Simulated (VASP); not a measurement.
Crystal: SbMo.

```
Mo Sb
1.0
     4.06939    0.00000    0.00000
    -2.03469    3.52419    0.00000
     0.00000    0.00000    5.67173
Mo Sb
2 2
Direct
  0.00000 0.00000 0.00000
  0.00000 0.00000 0.50000
  0.33333 0.66667 0.25000
  0.66667 0.33333 0.75000
```

- Program: VASP 6.6.1
- Task: relaxation of cell and atoms
- Functional: PBEsol
- Potentials or basis: VASP PAW PBE potentials, release 64 (Mo_sv, Sb)
- Cutoff: 600 eV
- k mesh: 10 × 10 × 6
- Occupations: gaussian, width 0.05 eV
- Spin: no spin polarisation

At the start: pressure 1.7 GPa; volume 20.34 Å³/atom.

Question: How do energy, volume and symmetry change on relaxing?

Answer: Over 7 steps the energy falls by 68.9 meV/atom and the volume is 20.87 Å³/atom (+2.7 %); space group P6_3/mmc (No. 194, to 0.1 Å) before and after.

The path:
```csv
step,energy change (eV),largest force (eV/Å),pressure (GPa),volume (Å³)
1,0.0000,0.0000,1.72,81.34
2,-0.1496,0.0000,-2.10,83.85
3,-0.1984,0.0000,-4.26,85.55
4,-0.2700,0.0000,-1.28,84.07
5,-0.2757,0.0000,-0.16,83.57
6,-0.2757,0.0000,-0.08,83.53
7,-0.2757,0.0000,-0.03,83.50
```

Final structure:
```yaml
crystal:
  lattice:
    - [4.30272, 0.00000, 0.00000]
    - [-2.15136, 3.72627, 0.00000]
    - [0.00000, 0.00000, 5.20773]
  atoms:
    - { symbol: Mo, position: [0.00000, 0.00000, 0.00000] }
    - { symbol: Mo, position: [0.00000, 0.00000, 0.50000] }
    - { symbol: Sb, position: [0.33333, 0.66667, 0.25000] }
    - { symbol: Sb, position: [0.66667, 0.33333, 0.75000] }
```

Caveat: the PAW data sets were made with another functional, which shifts forces and pressure a little.
